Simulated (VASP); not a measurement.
Si, 8 atoms in the cell. It takes space group Ibca (No. 73, orthorhombic). The conventional cell has a = 6.305 Å, b = 6.564 Å, c = 6.564 Å, α = 90.00°, β = 90.00°, γ = 90.00°. Si (site symmetry 1) has 4 Si at 2.28 to 2.36 Å within 3.0 Å. 

- Program: VASP 6.6.1
- Task: single point
- Functional: PBE
- Potentials or basis: VASP PAW PBE potentials, release 64 (Si)
- Cutoff: 520 eV
- k mesh: 10 × 10 × 10
- Occupations: gaussian, width 0.15 eV
- Spin: no spin polarisation
- Dipole correction: no
- Further INCAR settings: ALGO = Normal; EDIFF = 1e-06; NBANDS = 26

Potentials or basis: VASP PAW PBE potentials, release 64 (Si).

Run with:

```console
$ cat potpaw_PBE.64/Si/POTCAR > POTCAR
$ mpirun -np 1 vasp_std > vasp.out
```

Hardware: 1 thread of Intel(R) Xeon(R) 6975P-C (Granite Rapids) (shared host).

**Question.** How long does it take, and how much memory?

**Answer.** Run time: 4 min on 1 thread of Intel(R) Xeon(R) 6975P-C (Granite Rapids), on a shared host, peak memory 0.53 GiB. Counts: scf iterations 14, k points 171.
